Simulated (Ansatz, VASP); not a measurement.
**Rb2Re in VASP and in Ansatz**

```
Rb Re
1.0
     6.20825    0.00000    0.00000
    -3.10412    5.37650    0.00000
     0.00000    0.00000    2.84839
Rb Re
2 1
Direct
  0.33333 0.66667 0.50000
  0.66667 0.33333 0.50000
  0.00000 0.00000 0.00000
```

Alike in both runs: functional PBE; k mesh 3 × 3 × 6; occupations gaussian, width 0.1 eV; no spin polarisation.

Ansatz relaxed the structure, and its values are those at the end. VASP's run is a single point on that final structure, the one shown.

|  | VASP | Ansatz |
| --- | --- | --- |
| version | VASP 6.6.1 | Ansatz 0.2.0 |
| potentials or method | VASP PAW PBE potentials, release 64 (Rb_sv, Re), cutoff 520 eV | scalar-relativistic, plane waves, PAW |
| valence electrons in the cell | 25 | 33 |

|  | VASP | Ansatz | Ansatz less VASP |
| --- | --- | --- | --- |
| gap on the k mesh at the Fermi level (eV) | none | none | - |
| pressure (GPa) | 0.1 | 0.0 | -0.09 |

A gap of «none» marks a metal or a gap that the smearing closes. The functional is the same, so the differences come from potentials, cutoffs and numerics. VASP's potentials hold 25 valence electrons a cell and Ansatz's 33, so a difference there can come from the potentials and not from the codes.

The k mesh is coarse, so the values compare programs but aren't converged. Neither program's run includes spin-orbit coupling.
